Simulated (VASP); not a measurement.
Set up this calculation in VASP 6.6.1, as the native input.

```yaml
Task: single point
Functional: PBEsol
Dispersion: D3(BJ)
Potentials_or_basis: VASP PAW PBE potentials, release 64 (C)
Cutoff: 520 eV
k_mesh: 21 × 21 × 8
Occupations: gaussian, width 0.15 eV
Spin: no spin polarisation
Dipole_correction: no
Further_INCAR_settings: ALGO = Normal; EDIFF = 1e-06; NBANDS = 16
```

The structure of C lies in POSCAR:

```
C
1.0
    2.3744371049      0.0000000000      0.0000000000
   -1.1872185525      2.0563228525      0.0000000000
    0.0000000000      0.0000000000      6.2048790426
C
4
Direct
    0.0000000000      0.0000000000      0.0025000000
    0.0000000000      0.0000000000      0.5025000000
    0.3333333333      0.6666666667      0.0025000000
    0.6666666667      0.3333333333      0.5025000000
```

These files were run (other wordings do the same):

INCAR

```
SYSTEM = C
PREC = Accurate
ENCUT = 520
EDIFF = 1E-6
ISMEAR = 0
SIGMA = 0.15
LREAL = .False.
LASPH = .True.
NELM = 100
ALGO = Normal
ISIF = 2
LWAVE = .False.
LCHARG = .True.
GGA = PS
IVDW = 12
LELF = .True.
LVHAR = .True.
NBANDS = 16
```

KPOINTS

```
Automatic mesh
0
Gamma
  21 21 8
  0 0 0
```

Potentials or basis: VASP PAW PBE potentials, release 64 (C).

The run is started by

```bash
$ cat potpaw_PBE.64/C/POTCAR > POTCAR
$ mpirun -np 1 vasp_std > vasp.out
```

Results of the run:

| Property | Result |
| --- | --- |
| Pressure | 40.1 GPa |
| Band gap on the k mesh | zero (bands 8 and 9 overlap by 0.07 eV) |
| Dispersion energy per atom | -0.114 eV |

Caveat: the cell stands under pressure; the PAW data sets were made with another functional, which shifts forces and pressure a little.

Run time: 96 s on 1 thread of Intel Xeon 8259CL (shared host), peak memory 0.22 GiB.
